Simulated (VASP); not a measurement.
Input of a VASP 6.6.1 run:

The input INCAR:

```
PREC = Accurate ; ENCUT = 600
EDIFF = 1E-6 ; ISMEAR = 0
SIGMA = 0.02 ; LREAL = False
LASPH = True ; NELM = 60
ALGO = Normal ; ISIF = 3
LWAVE = False ; LCHARG = False
GGA = PE ; IBRION = 2
NSW = 70 ; EDIFFG = -0.008
PSTRESS = -10.0
```

KPOINTS

```
Automatic mesh
0
Gamma
  8 8 8
```

Contents of POSCAR:

```
BaTiO3
1.0
    4.0324307638      0.0000000000      0.0000000000
    0.0000000000      4.0324307638      0.0000000000
    0.0000000000      0.0000000000      4.0324307638
Ba Ti O
1 1 3
Direct
    0.5000000000      0.5000000000      0.5000000000
    0.0000000000      0.0000000000      0.0000000000
    0.5000000000      0.0000000000      0.0000000000
    0.0000000000      0.5000000000      0.0000000000
    0.0000000000      0.0000000000      0.5000000000
```

Potentials or basis: VASP PAW PBE potentials, release 64 (Ba_sv, Ti_sv, O).

The run is started by

```console
$ cat potpaw_PBE.64/Ba_sv/POTCAR potpaw_PBE.64/Ti_sv/POTCAR potpaw_PBE.64/O/POTCAR > POTCAR
$ mpirun -np 1 vasp_std > vasp.out
```

Q: Estimate the relaxed cell.

A: a = 4.040 Å, b = 4.040 Å, c = 4.040 Å, α = 90.00°, β = 90.00°, γ = 90.00°.

Q: Predict the relaxed volume.

A: 13.19 Å³/atom.

Step by step:
```tsv
step	energy change (eV)	largest force (eV/Å)	pressure (GPa)	volume (Å³)
1	0.0000	0.0000	-0.07	65.57
2	0.0043	0.0000	-1.80	66.29
3	0.0013	0.0000	-1.01	65.95
```

Caveat: the cell is relaxed towards a set pressure, so the run minimises the enthalpy, not the energy.
